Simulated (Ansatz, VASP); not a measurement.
YN in VASP and in Ansatz

The input INCAR:

```
  ALGO = Normal
  EDIFF = 1E-6
  ENCUT = 600
  GGA = PE
  GGA_COMPAT = F
  ISIF = 2
  ISMEAR = 0
  LASPH = T
  LCHARG = T
  LELF = T
  LREAL = F
  LVHAR = T
  LWAVE = F
  NBANDS = 15
  NELM = 120
  PREC = Accurate
  SIGMA = 0.01
```

File KPOINTS:

```
k-points
0
Gamma
  10 10 10
```

POSCAR

```
YN
1.0
    0.0000000000      2.4480479766      2.4480479766
    2.4480479766      0.0000000000      2.4480479766
    2.4480479766      2.4480479766      0.0000000000
Y N
1 1
Direct
    0.0000000000      0.0000000000      0.0000000000
    0.5000000000      0.5000000000      0.5000000000
```

Input for Ansatz:

```yaml
crystal:
  lattice:
    - [0.0, 2.4480479766, 2.4480479766]
    - [2.4480479766, 0.0, 2.4480479766]
    - [2.4480479766, 2.4480479766, 0.0]
  atoms:
    - { symbol: "Y", position: [0.0, 0.0, 0.0] }
    - { symbol: "N", position: [0.5, 0.5, 0.5] }
kpoints:
  mp_grid: { grid: [10, 10, 10] }
  band_path:
    path:
      - [0.0, 0.0, 0.0]
      - [0.5, 0.0, 0.5]
      - [0.625, 0.25, 0.625]
      - [0.375, 0.375, 0.75]
      - [0.5, 0.5, 0.5]
      - [0.5, 0.25, 0.75]
      - [0.0, 0.5, 0.5]
    npoints: 1
hamiltonian:
  xc: pbe
scf:
  occupations: { method: fixed }
  n_extra_bands: 4
output:
  forces: true
  stress: true
  eigenvalues: true
```

Alike in both runs: task single point; functional PBE; k mesh 10 × 10 × 10; no spin polarisation.

|  | VASP | Ansatz |
| --- | --- | --- |
| version | VASP 6.6.1 | Ansatz 0.2.0 |
| potentials or method | VASP PAW PBE potentials, release 64 (Y_sv, N) | plane waves, PAW |
| plane-wave cutoff (eV) | 600 | 420 |
| occupations | gaussian, width 0.01 eV | fixed |
| valence electrons in the cell | 16 | 16 |

```csv
,VASP,Ansatz,Ansatz less VASP
gap on the k mesh at the Fermi level (eV),0.20,0.20,+0.003
pressure (GPa),0.7,1.0,+0.24
```
